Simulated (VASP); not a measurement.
# Be2ZnTe2O (I4/mmm) in VASP: further runs, part 2 of 3

VASP 6.6.1.

### 4 Relaxation of cell and atoms, PBE

The input, INCAR:

```
SYSTEM = Be2ZnTe2O
PREC = Accurate
ENCUT = 600
EDIFF = 1E-6
ISMEAR = 0
SIGMA = 0.1
LREAL = .False.
LASPH = .True.
NELM = 80
ALGO = Normal
ISIF = 3
LWAVE = .False.
LCHARG = .False.
GGA = PE
IBRION = 2
NSW = 90
EDIFFG = -0.04
```

The input, KPOINTS:

```
regular mesh
0
Gamma
  6 6 6
  0 0 0
```

The input, POSCAR:

```
Be2ZnTe2O
1.0
   -2.0784943500      2.0784943500      5.4944008300
    2.0784943500     -2.0784943500      5.4944008300
    2.0784943500      2.0784943500     -5.4944008300
Be Zn Te O
2 1 2 1
Direct
    0.3525790000      0.3525790000      0.0000000000
    0.6474210000      0.6474210000      0.0000000000
    0.5000000000      0.5000000000      0.0000000000
    0.2500000000      0.7500000000      0.5000000000
    0.7500000000      0.2500000000      0.5000000000
    0.0000000000      0.0000000000      0.0000000000
```

Potentials or basis: VASP PAW PBE potentials, release 64 (Be, Zn, Te, O).

Started as:

```
cat potpaw_PBE.64/Be/POTCAR potpaw_PBE.64/Zn/POTCAR potpaw_PBE.64/Te/POTCAR potpaw_PBE.64/O/POTCAR > POTCAR
mpirun -np 1 vasp_std > vasp.out
```

OUTCAR:

```text
SYSTEM = Be2ZnTe2O
   PREC = Accurate
   ENCUT = 600
   EDIFF = 1E-6
   ISMEAR = 0
   LREAL = .False.
   LASPH = .True.
   NELM = 80
   ISIF = 3
   GGA = PE
   IBRION = 2
   NSW = 90
   EDIFFG = -0.04

 ion  position               nearest neighbor table
   1  0.353  0.353  0.000-   3 1.62   4 2.36   5 2.36   4 2.36   5 2.36
   2  0.647  0.647  0.000-   3 1.62   5 2.36   4 2.36   4 2.36   5 2.36
   3  0.500  0.500  0.000-   1 1.62   2 1.62
   4  0.250  0.750  0.500-   1 2.36   2 2.36   1 2.36   2 2.36   5 2.94   5 2.94   5 2.94   5 2.94

   5  0.750  0.250  0.500-   1 2.36   2 2.36   1 2.36   2 2.36   4 2.94   4 2.94   4 2.94   4 2.94

   6  0.000  0.000  0.000-

  LATTYP: Found a body centered tetragonal cell.
 ALAT       =     4.1569887000
 C/A-ratio  =     2.6434523770

  Lattice vectors:

 A1 = (  -2.0784943500,   2.0784943500,   5.4944008300)
 A2 = (   2.0784943500,  -2.0784943500,   5.4944008300)
 A3 = (   2.0784943500,   2.0784943500,  -5.4944008300)

Analysis of symmetry for initial positions (statically):
=====================================================================
 Subroutine PRICEL returns:
 Original cell was already a primitive cell.

 Routine SETGRP: Setting up the symmetry group for a
 body centered tetragonal supercell.

 Subroutine GETGRP returns: Found 16 space group operations
 (whereof 16 operations were pure point group operations)
 out of a pool of 16 trial point group operations.

The static configuration has the point symmetry D_4h.

Analysis of symmetry for dynamics (positions and initial velocities):
=====================================================================
 Subroutine PRICEL returns:
 Original cell was already a primitive cell.

 Routine SETGRP: Setting up the symmetry group for a
 body centered tetragonal supercell.

 Subroutine GETGRP returns: Found 16 space group operations
 (whereof 16 operations were pure point group operations)
 out of a pool of 16 trial point group operations.

The dynamic configuration has the point symmetry D_4h.

 Subroutine INISYM returns: Found 16 space group operations
 (whereof 16 operations are pure point group operations),
 and found     1 'primitive' translations

----------------------------------------------------------------------------------------

                                     Primitive cell

  volume of cell :      94.9463

  direct lattice vectors                    reciprocal lattice vectors
    -2.078494350  2.078494350  5.494400830     0.000000000  0.240558749  0.091001733
     2.078494350 -2.078494350  5.494400830     0.240558749  0.000000000  0.091001733
     2.078494350  2.078494350 -5.494400830     0.240558749  0.240558749  0.000000000

  length of vectors
     6.231269374  6.231269374  6.231269374     0.257196087  0.257196087  0.340201445

  position of ions in fractional coordinates (direct lattice)
     0.352579000  0.352579000  0.000000000
     0.647421000  0.647421000  0.000000000
     0.500000000  0.500000000  0.000000000
     0.250000000  0.750000000  0.500000000
     0.750000000  0.250000000  0.500000000
     0.000000000  0.000000000  0.000000000

  ion indices of the primitive-cell ions
   primitive index   ion index
                 1           1
                 2           2
                 3           3
                 4           4
                 5           5
                 6           6

----------------------------------------------------------------------------------------

 KPOINTS: regular mesh

Automatic generation of k-mesh.
 Grid dimensions read from file:
 generate k-points for:    6    6    6

 Generating k-lattice:

  Cartesian coordinates                     Fractional coordinates (reciprocal lattice)
     0.000000000  0.040093125  0.015166956     0.166666667  0.000000000 -0.000000000
     0.040093125  0.000000000  0.015166956     0.000000000  0.166666667 -0.000000000
     0.040093125  0.040093125  0.000000000     0.000000000  0.000000000  0.166666667

  Length of vectors
     0.042866014  0.042866014  0.056700241

  Shift w.r.t. Gamma in fractional coordinates (k-lattice)
     0.000000000  0.000000000  0.000000000

 Subroutine IBZKPT returns following result:
 ===========================================

 Found     30 irreducible k-points:

 Following reciprocal coordinates:
            Coordinates               Weight
  0.000000  0.000000  0.000000      1.000000
  0.166667  0.000000  0.000000      8.000000
  0.333333  0.000000  0.000000      8.000000
  0.500000 -0.000000  0.000000      4.000000
  0.166667  0.166667  0.000000      8.000000
  0.333333  0.166667  0.000000     16.000000
[... 16 lines left out ...]
 -0.333333 -0.333333  0.166667      8.000000
 -0.166667 -0.333333  0.166667      8.000000
 [... further k-points ...]
   k-points           NKPTS =     30   k-points in BZ     NKDIM =     30   number of bands    NBANDS=     21
   number of dos      NEDOS =    301   number of ions     NIONS =      6
   total plane-waves  NPLWV = 125000
   dimension x,y,z NGX =    50 NGY =   50 NGZ =   50
   dimension x,y,z NGXF=   100 NGYF=  100 NGZF=  100
   ions per type =               2   1   2   1
   NGX,Y,Z   is equivalent  to a cutoff of  13.34, 13.34, 13.34 a.u.
   NGXF,Y,Z  is equivalent  to a cutoff of  26.68, 26.68, 26.68 a.u.
 SYSTEM =  Be2ZnTe2O
   PREC   = accura    normal or accurate (medium, high low for compatibility)
   ISTART =      0    job   : 0-new  1-cont  2-samecut
   ICHARG =      2    charge: 1-file 2-atom 10-const
   ISPIN  =      1    spin polarized calculation?
   LNONCOLLINEAR =      F non collinear calculations
   LSORBIT =      F    spin-orbit coupling
   LASPH  =      T    aspherical Exc in radial PAW
   ENCUT  =  600.0 eV  44.10 Ry    6.64 a.u.  12.45 12.45 12.45*2*pi/ulx,y,z
   NELM   =     80;   NELMIN=  2; NELMDL= -5     # of ELM steps
   EDIFF  = 0.1E-05   stopping-criterion for ELM
   LREAL  =      F    real-space projection
   EDIFFG = -.4E-01   stopping-criterion for IOM
   NSW    =     90    number of steps for IOM
   IBRION =      2    ionic relax: 0-MD 1-quasi-New 2-CG
   NFREE  =      1    steps in history (QN), initial steepest desc. (CG)
   ISIF   =      3    stress and relaxation
   ISYM   =      2    0-nonsym 1-usesym 2-fastsym
   POTIM  = 0.5000    time-step for ionic-motion
   TEBEG  =    0.0;   TEEND  =   0.0 temperature during run
   PSTRESS=    0.0 pullay stress
   NELECT =      34.0000    total number of electrons
   NUPDOWN=      -1.0000    fix difference up-down
   EMIN   =  10.00;   EMAX   =-10.00  energy-range for DOS
   EFERMI =   0.00;   METHOD = LEGACY
   ISMEAR =     0;   SIGMA  =   0.10  broadening in eV -4-tet -1-fermi 0-gaus
   EFERMI_NEDOS =   21; number of points for ismear=-14 and -15
   IALGO  =     38    algorithm
   IMIX   =      4    mixing-type and parameters
     AMIX     =   0.40;   BMIX     =  1.00
     AMIX_MAG =   1.60;   BMIX_MAG =  1.00
  volume/ion in A,a.u.               =      15.82       106.79
  Fermi-wavevector in a.u.,A,eV,Ry     =   1.162541  2.196885 18.388311  1.351503
  Thomas-Fermi vector in A             =   2.299101
   LORBIT       =      0    0 simple, 1 ext, 2 COOP (PROOUT), +10 PAW based schemes
   GGA     = PE    functional components
   LHFCALC =     F    Hartree Fock is set to
   AEXX    =    0.0000 exact exchange contribution
   IVDW    =     0    specifies the selected vdW correction
   LEPSILON=     F    determine dielectric tensor
   LRPA    =     F    only Hartree local field effects (RPA)
 conjugate gradient relaxation of ions
 non-spin polarized calculation
 Gauss-broadening in eV      SIGMA  =   0.10
  energy-cutoff  :      600.00
  volume of cell :       94.95
 maximum number of plane-waves:      3201
 NGX is ok and might be reduce to    50
   NGX = 25   NGY = 25   NGZ = 25

--------------------------------------- Ionic step        1  -------------------------------------------

 number of electron      34.0000005 magnetization

 Free energy of the ion-electron system (eV)
  ---------------------------------------------------
  ext. energy  EPLUGINS =         0.00000000
  ---------------------------------------------------
  free energy    TOTEN  =        -9.71814587 eV

  energy without entropy =       -9.68791275  energy(sigma->0) =       -9.70302931

------------------------ aborting loop because EDIFF is reached ----------------------------------------

  FORCE on cell =-STRESS in cart. coord.  units (eV):
  Direction    XX          YY          ZZ          XY          YZ          ZX
  --------------------------------------------------------------------------------------
  -------------------------------------------------------------------------------------
  Total       12.3046757     12.3046757     35.2995117      0.0000000     -0.0000000      0.0000000
  in kB      207.6360345    207.6360345    595.6638629      0.0000000     -0.0000000      0.0000000
  external PRESSURE =     336.9786440 kB  Pullay stress =       0.0000000 kB
[... 1272 lines left out ...]
     20       8.1073      0.00000
     21       8.2593      0.00000

 [... further k-points ...]

[... ionic steps 4 to 66 ...]

--------------------------------------- Ionic step       67  -------------------------------------------

 number of electron      33.9999997 magnetization

------------------------ aborting loop because EDIFF is reached ----------------------------------------
[... 75 lines left out ...]
--------------------------------------- Ionic step       69  -------------------------------------------

 number of electron      33.9999998 magnetization

 Free energy of the ion-electron system (eV)
  ---------------------------------------------------
  ext. energy  EPLUGINS =         0.00000000
  ---------------------------------------------------
  free energy    TOTEN  =       -22.55467448 eV

  energy without entropy =      -22.54025465  energy(sigma->0) =      -22.54746456

 E-fermi :   3.7247     XC(G=0):  -9.1725

 val. band max:        3.7016025124   @ k =   0.5000   0.5000   0.1667
 cond. band min:       3.7296267131   @ k =   0.0000   0.0000   0.0000
 fundamental gap:      0.0280242007
 Fermi energy:         3.7246852681
[... 609 lines left out ...]
  FREE ENERGIE OF THE ION-ELECTRON SYSTEM (eV)
  ---------------------------------------------------
  free  energy   TOTEN  =       -22.5546744797 eV

  energy  without entropy=      -22.5402546481  energy(sigma->0) =      -22.54746456

 reached required accuracy - stopping structural energy minimisation
```

Run time: 54 min. Hardware: 1 thread of Intel Xeon 6975P-C (Granite Rapids), shared host; peak memory 0.48 GiB.

What came out:

| Quantity | Value |
| --- | --- |
| Free energy | -22.5547 eV |
| Relaxed volume | 20.64 Å³/atom |
| Relaxed cell | a = 6.405 Å, b = 6.405 Å, c = 6.405 Å, α = 136.28°, β = 136.28°, γ = 63.54° |
| Space group after relaxing (to 0.1 Å) | I4/mmm (No. 139) |
| Pressure after relaxing | -0.1 GPa |
| Band gap on the k mesh | zero (bands 17 and 18 overlap by 2.50 eV) |

Forces on the atoms (eV/Å):
```
Be   0.000  0.000 -0.002
Be   0.000  0.000  0.002
Zn   0.000  0.000  0.000
Te   0.000  0.000  0.000
Te   0.000  0.000  0.000
O    0.000  0.000  0.000
```

Final structure:
```
Be Zn Te O
1.0
    -2.38469    2.38469    5.44533
     2.38469   -2.38469    5.44533
     2.38469    2.38469   -5.44533
Be Zn Te O
2 1 2 1
Direct
  0.13133 0.13133 0.00000
  0.86867 0.86867 0.00000
  0.50000 0.50000 0.00000
  0.25000 0.75000 0.50000
  0.75000 0.25000 0.50000
  0.00000 0.00000 0.00000
```

Caveat: the volume moved by over 15 % at a fixed basis, so the end points are rough; spin-orbit coupling is left out, which moves the levels of the heavy elements.

(Part 2 of 3 ends here.)
